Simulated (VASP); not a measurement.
Input of a VASP 6.6.1 run:

File INCAR:

```
PREC = Accurate
ENCUT = 520
EDIFF = 1E-7
ISMEAR = 0
SIGMA = 0.1
LREAL = False
LASPH = True
NELM = 60
ALGO = Normal
ISIF = 2
LWAVE = False
LCHARG = False
GGA = PE
NBANDS = 41
```

File KPOINTS:

```
Automatic mesh
0
Gamma
  12 12 8
```

File POSCAR:

```
Ge4Pd
1.0
    4.6141923661      0.0000000000      0.0000000000
   -2.3070961831      3.9960078069      0.0000000000
    0.0000000000      0.0000000000      5.4386645966
Ge Pd
4 1
Direct
    0.3333333333      0.6666666667      0.5000000000
    0.6666666667      0.3333333333      0.5000000000
    0.3333333333      0.6666666667      0.0000000000
    0.6666666667      0.3333333333      0.0000000000
    0.0000000000      0.0000000000      0.5000000000
```

Potentials or basis: VASP PAW PBE potentials, release 64 (Ge_d, Pd).

Run with:

```console
$ cat potpaw_PBE.64/Ge_d/POTCAR potpaw_PBE.64/Pd/POTCAR > POTCAR
$ mpirun -np 1 vasp_std > vasp.out
```

(1) Predict the band gap on the k mesh.

(2) Predict the pressure.

Results:

(1) zero (bands 33 and 34 overlap by 2.42 eV).

(2) 0.0 GPa.
